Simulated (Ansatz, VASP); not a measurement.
## CuO in VASP and in Ansatz

Contents of POSCAR:

```
CuO
1.0
    4.1609370000      0.0000000000      0.0000000000
    0.0000000000      4.1609370000      0.0000000000
    0.0000000000      0.0000000000      3.8876430000
Cu O
3 3
Direct
    0.5000000000      0.0000000000      0.5000000000
    0.0000000000      0.5000000000      0.5000000000
    0.0000000000      0.0000000000      0.0000000000
    0.0000000000      0.0000000000      0.5000000000
    0.5000000000      0.0000000000      0.0000000000
    0.0000000000      0.5000000000      0.0000000000
```

Contents of INCAR.step1:

```
SYSTEM = CuO
  PREC = Accurate
  ENCUT = 520
  ISMEAR = -1
  SIGMA = 0.05
  LREAL = .False.
  LASPH = .True.
  NELM = 60
  NBANDS = 34
  GGA = PE
  ALGO = Normal
  EDIFF = 1E-4
  LWAVE = .True.
  LCHARG = .False.
```

Contents of INCAR.step2:

```
SYSTEM = CuO
  PREC = Accurate
  ENCUT = 520
  EDIFF = 1E-7
  ISMEAR = -1
  SIGMA = 0.05
  LREAL = .False.
  LASPH = .True.
  NELM = 60
  ALGO = Normal
  ISIF = 2
  LWAVE = .False.
  LCHARG = .False.
  METAGGA = R2SCAN
  LMIXTAU = .True.
  NBANDS = 34
  ISTART = 1
```

Contents of KPOINTS:

```
regular mesh
0
Gamma
  7 7 7
  0 0 0
```

The input input.yaml:

```yaml
crystal:
  lattice:
    - [4.160937, 0.0, 0.0]
    - [0.0, 4.160937, 0.0]
    - [0.0, 0.0, 3.887643]
  atoms:
    - { symbol: Cu, position: [0.5, 0.0, 0.5] }
    - { symbol: Cu, position: [0.0, 0.5, 0.5] }
    - { symbol: Cu, position: [0.0, 0.0, 0.0] }
    - { symbol: O, position: [0.0, 0.0, 0.5] }
    - { symbol: O, position: [0.5, 0.0, 0.0] }
    - { symbol: O, position: [0.0, 0.5, 0.0] }
hamiltonian:
  xc: r2scan
  pseudopotentials: { kind: paw }
kpoints:
  mp_grid: { grid: [7, 7, 7] }
scf:
  occupations: { method: fermi_dirac, width: 0.05 }
  n_extra_bands: 15
output:
  forces: true
  stress: true
  eigenvalues: true
  dos: { projected: true, de: 0.05, nscf_kmesh: { grid: [11, 11, 11] } }
```

Alike in both runs: functional r2SCAN; k mesh 7 × 7 × 7; occupations fermi-dirac, width 0.05 eV; no spin polarisation.

|  | VASP | Ansatz |
| --- | --- | --- |
| version | VASP 6.6.1 | Ansatz 0.2.0 |
| potentials or method | VASP PAW PBE potentials, release 64 (Cu, O) | Ansatz PAW |
| plane-wave cutoff (eV) | 520 | 500 |
| valence electrons in the cell | 51 | 75 |
| task | single point | projected density of states |

|  | VASP | Ansatz | Ansatz less VASP |
| --- | --- | --- | --- |
| gap on the k mesh at the Fermi level (eV) | none | none | - |
| pressure (GPa) | -4.0 | -4.8 | -0.76 |
| traceless stress, the component that is largest in VASP (GPa) | -1.55 | -2.28 | -0.722 |

VASP's potentials were made for PBE, not for r2SCAN. A gap of «none» marks a metal or a gap that the smearing closes. With one functional, cell and mesh, what is left measures potentials, basis and numerics. VASP's potentials hold 51 valence electrons a cell and Ansatz's 75, so a difference there can come from the potentials and not from the codes.
